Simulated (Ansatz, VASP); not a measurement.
# Cs: VASP beside Ansatz

```
Cs
1.0
     5.13789    0.00000    0.00000
    -2.56895    4.44954    0.00000
     0.00000    0.00000   16.83671
Cs
4
Direct
  0.00000 0.00000 0.00000
  0.00000 0.00000 0.50000
  0.33333 0.66667 0.25000
  0.66667 0.33333 0.75000
```

Alike in both runs: functional LDA; k mesh 7 × 7 × 2; occupations fermi-dirac, width 0.1 eV; no spin polarisation.

Ansatz relaxed the structure, and its values are those at the end. VASP's run is a single point on that final structure, the one shown.

```csv
,VASP,Ansatz
version,VASP 6.6.1,Ansatz 0.2.0
potentials or method,"VASP PAW LDA potentials, release 64 (Cs_sv), cutoff 520 eV","plane waves (420 eV) with PAW, scalar-relativistic"
valence electrons in the cell,36,36
```

|  | VASP | Ansatz | Ansatz less VASP |
| --- | --- | --- | --- |
| pressure (GPa) | 0.0 | 0.0 | +0.01 |

Ansatz warns that its potentials were made for another functional, while VASP's fit it. LDA's correlation is that of Perdew and Zunger in VASP and of Perdew and Wang (1992) in Ansatz.

Spin-orbit coupling is off throughout.
